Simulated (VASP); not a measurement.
A run of VASP 6.6.1 is set up as follows.

The input INCAR:

```
SYSTEM = Hf
PREC = Accurate ; ENCUT = 500
EDIFF = 1E-7 ; ISMEAR = -1
SIGMA = 0.05 ; LREAL = .False.
LASPH = .True. ; NELM = 120
ALGO = Normal ; ISIF = 3
LWAVE = .False. ; LCHARG = .False.
GGA = PE ; IBRION = 2
NSW = 60 ; EDIFFG = -0.03
PSTRESS = 600.0 ; GGA_COMPAT = .False.
NELMIN = 4
```

File KPOINTS:

```
regular mesh
0
Gamma
  17 17 17
  0 0 0
```

Contents of POSCAR:

```
Hf
1.0
   -1.7750000000      1.7750000000      1.7750000000
    1.7750000000     -1.7750000000      1.7750000000
    1.7750000000      1.7750000000     -1.7750000000
Hf
1
Direct
    0.0000000000      0.0000000000      0.0000000000
```

Potentials or basis: VASP PAW PBE potentials, release 64 (Hf_pv).

Launch:

```bash
$ cat potpaw_PBE.64/Hf_pv/POTCAR > POTCAR
$ mpirun -np 1 vasp_std > vasp.out
```

Problem. What does it give for the band gap on the k mesh?

Solution. Zero (bands 5 and 6 overlap by 2.81 eV).

Problem. Predict the relaxed cell.

Solution. a = 2.738 Å, b = 2.738 Å, c = 2.738 Å, α = 109.47°, β = 109.47°, γ = 109.47°.

Problem. What does it give for the space group after relaxing (to 0.1 Å)?

Solution. Im-3m (No. 229).

Step by step:
```csv
step,energy change (eV),largest force (eV/Å),pressure (GPa),volume (Å³)
1,0.0000,0.0000,-0.62,22.37
2,49.4521,0.0000,4132.38,4.63
3,0.0425,0.0000,8.73,20.58
4,0.1435,0.0000,17.48,19.33
5,1.0631,0.0000,65.85,15.47
6,0.9236,0.0000,59.48,15.83
7,0.9673,0.0000,61.49,15.72
8,0.8618,0.0000,56.61,16.00
9,0.9348,0.0000,60.00,15.80
```

Caveat: the cell is relaxed towards a set pressure, so the run minimises the enthalpy, not the energy; the volume moved by over 15 % at a fixed basis, so the end points are rough; spin-orbit coupling is left out, which moves the levels of the heavy elements.
